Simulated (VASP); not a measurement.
Wanted: the native input for a VASP 6.6.1 run.

| Property | Result |
| --- | --- |
| Task | single point |
| Functional | LDA |
| Potentials or basis | VASP PAW LDA potentials, release 64 (Ca_sv, Se) |
| Cutoff | 520 eV |
| k mesh | 8 × 8 × 8 |
| Occupations | gaussian, width 0.05 eV |
| Spin | no spin polarisation |
| Dipole correction | no |
| Further INCAR settings | ALGO = Normal; EDIFF = 1e-07; NBANDS = 15 |

The structure of CaSe lies in POSCAR:

```
CaSe
1.0
    0.0000000000      3.3452110976      3.2114026537
    3.3452110976      0.0000000000      3.2114026537
    3.3452110976      3.3452110976      0.0000000000
Ca Se
1 1
Direct
    0.0000000000      0.0000000000      0.0000000000
    0.7500000000      0.7500000000      0.7500000000
```

This cell differs from its parent crystal: ratio of the length along z to the lengths across it x 0.96, volume and fractional coordinates fixed.

One way to write it, as run:

INCAR

```
SYSTEM = CaSe
PREC = Accurate
ENCUT = 520
EDIFF = 1E-7
ISMEAR = 0
SIGMA = 0.05
LREAL = .False.
LASPH = .True.
NELM = 60
ALGO = Normal
ISIF = 2
LWAVE = .False.
LCHARG = .True.
LELF = .True.
LVHAR = .True.
NBANDS = 15
```

KPOINTS

```
regular mesh
0
Gamma
  8 8 8
  0 0 0
```

Potentials or basis: VASP PAW LDA potentials, release 64 (Ca_sv, Se).

Command:

```bash
$ cat potpaw_LDA.64/Ca_sv/POTCAR potpaw_LDA.64/Se/POTCAR > POTCAR
$ mpirun -np 1 vasp_std > vasp.out
```

Results of the run:

* Pressure: -2.6 GPa
* Band gap on the k mesh: 2.85 eV (least direct gap 2.95 eV)

It took 24 s on 1 thread of Intel(R) Xeon(R) 6975P-C (Granite Rapids) (shared host), peak memory 0.21 GiB.
